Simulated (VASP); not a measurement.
# Pd: single point with LDA

The system is Pd.

```
CELL_PARAMETERS angstrom
-1.55103 1.55103 1.55103
1.55103 -1.55103 1.55103
1.55103 1.55103 -1.55103
ATOMIC_POSITIONS crystal
Pd 0.00000 0.00000 0.00000
```

This cell differs from its parent crystal: volume scaled by 0.96.

- Program: VASP 6.6.1
- Task: single point
- Functional: LDA
- Potentials or basis: VASP PAW LDA potentials, release 64 (Pd)
- Cutoff: 520 eV
- k mesh: 12 × 12 × 12
- Occupations: fermi-dirac, width 0.05 eV
- Spin: no spin polarisation

```yaml
Pressure: -8.9 GPa
Band_gap_on_the_k_mesh: zero (band 5 reaches 9.99 eV, above the bottom of band 6 at 8.34 eV)
```

Levels at points of the mesh, in eV from the Fermi level:
```tsv
k point	band 2	band 3	band 4	band 5	band 6	band 7	band 8	band 9
(0.00, 0.00, 0.00)	-2.92	-2.92	-2.92	-0.91	-0.91	19.32	19.32	19.32
(0.50, 0.00, 0.00)	-4.11	-0.99	-0.67	0.63	1.38	7.83	15.08	17.60
(0.50, 0.50, 0.50)	-5.15	0.24	0.24	0.24	9.10	9.10	9.10	17.44
```

Wall time 5.7 s on 1 thread of Intel(R) Xeon(R) Platinum 8488C (Sapphire Rapids) (shared host), peak memory 0.12 GiB.
